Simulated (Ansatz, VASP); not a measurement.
**W: VASP beside Ansatz**

```
CELL_PARAMETERS angstrom
-1.57842 1.57842 1.57842
1.57842 -1.57842 1.57842
1.57842 1.57842 -1.57842
ATOMIC_POSITIONS crystal
W 0.00000 0.00000 0.00000
```

Alike in both runs: task relaxation of cell and atoms; functional LDA; k mesh 19 × 19 × 19; occupations fermi-dirac, width 0.05 eV; no spin polarisation.

|  | VASP | Ansatz |
| --- | --- | --- |
| version | VASP 6.6.1 | Ansatz 0.2.0 |
| potentials or method | VASP PAW LDA potentials, release 64 (W_sv) | PAW with Ansatz's default frozen-core files, scalar-relativistic |
| plane-wave cutoff (eV) | 500 | 420 |
| valence electrons in the cell | 14 | 14 |

```tsv
	VASP	Ansatz	Ansatz less VASP
relaxed volume (Å³/atom)	15.49	15.40	-0.090
relaxed cell length with the largest relative difference (Å)	2.720	2.715	-0.0053
```

LDA's correlation is that of Perdew and Zunger in VASP and of Perdew and Wang (1992) in Ansatz.

Spin-orbit coupling is off throughout.
